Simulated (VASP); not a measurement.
Write the native input for VASP 6.6.1 that does the following.

```
Task                   : single point
Functional             : PBE
Potentials or basis    : VASP PAW PBE potentials, release 64 (Ba_sv, C_h)
Cutoff                 : 910 eV
k mesh                 : 6 × 6 × 4
Occupations            : gaussian, width 0.1 eV
Spin                   : no spin polarisation
Dipole correction      : no
Further INCAR settings : ALGO = Normal; EDIFF = 1e-06; NBANDS = 32
```

The structure of BaC3 lies in POSCAR:

```
BaC3
1.0
    5.6060572097      0.0000000000      0.0000000000
   -2.8030286049      4.8549879587      0.0000000000
    0.0000000000      0.0000000000      4.4997258823
Ba C
2 6
Direct
    0.3333333333      0.6666666667      0.2500000000
    0.6666666667      0.3333333333      0.7500000000
    0.8330000000      0.6660000000      0.2500000000
    0.1670000000      0.8330000000      0.7500000000
    0.3340000000      0.1670000000      0.2500000000
    0.1670000000      0.3340000000      0.7500000000
    0.8330000000      0.1670000000      0.2500000000
    0.6660000000      0.8330000000      0.7500000000
```

The input as run:

INCAR

```
SYSTEM = BaC3
PREC     = Accurate       ! precision mode
ENCUT    = 910            ! plane-wave cutoff, eV
EDIFF    = 1E-6           ! SCF threshold, eV
ISMEAR   = 0              ! smearing method
SIGMA    = 0.1            ! smearing width, eV
LREAL    = .FALSE.        ! projectors in reciprocal space
LASPH    = .TRUE.         ! aspherical terms in the spheres
NELM     = 120            ! most SCF steps
ALGO     = Normal         ! electronic algorithm
ISIF     = 2              ! what is computed and relaxed
LWAVE    = .FALSE.        ! write WAVECAR
LCHARG   = .FALSE.        ! write CHGCAR
GGA      = PE             ! functional
NBANDS   = 32             ! bands
GGA_COMPAT= .FALSE.
```

KPOINTS

```
regular mesh
0
G
  6 6 4
  0 0 0
```

Potentials or basis: VASP PAW PBE potentials, release 64 (Ba_sv, C_h).

Run with:

```sh
$ cat potpaw_PBE.64/Ba_sv/POTCAR potpaw_PBE.64/C_h/POTCAR > POTCAR
$ mpirun -np 1 vasp_std > vasp.out
```

It gave:

```
Pressure               : 1.4 GPa
Largest force          : 1.445 eV/Å
Band gap on the k mesh : zero (bands 22 and 23 overlap by 0.88 eV)
```

Caveat: the cutoff is under 1.25 times the usual one of these potentials, so pressure, stress and relaxed cells hold a basis-set (Pulay) error; spin-orbit coupling is left out, which moves the levels of the heavy elements; forces of over 1 eV/Å act on the atoms, so gaps and moduli don't describe the material at rest.

Wall time 3.3 min on 1 thread of AMD EPYC 7R13 Processor (Zen 3), on a shared host, peak memory 0.44 GiB.
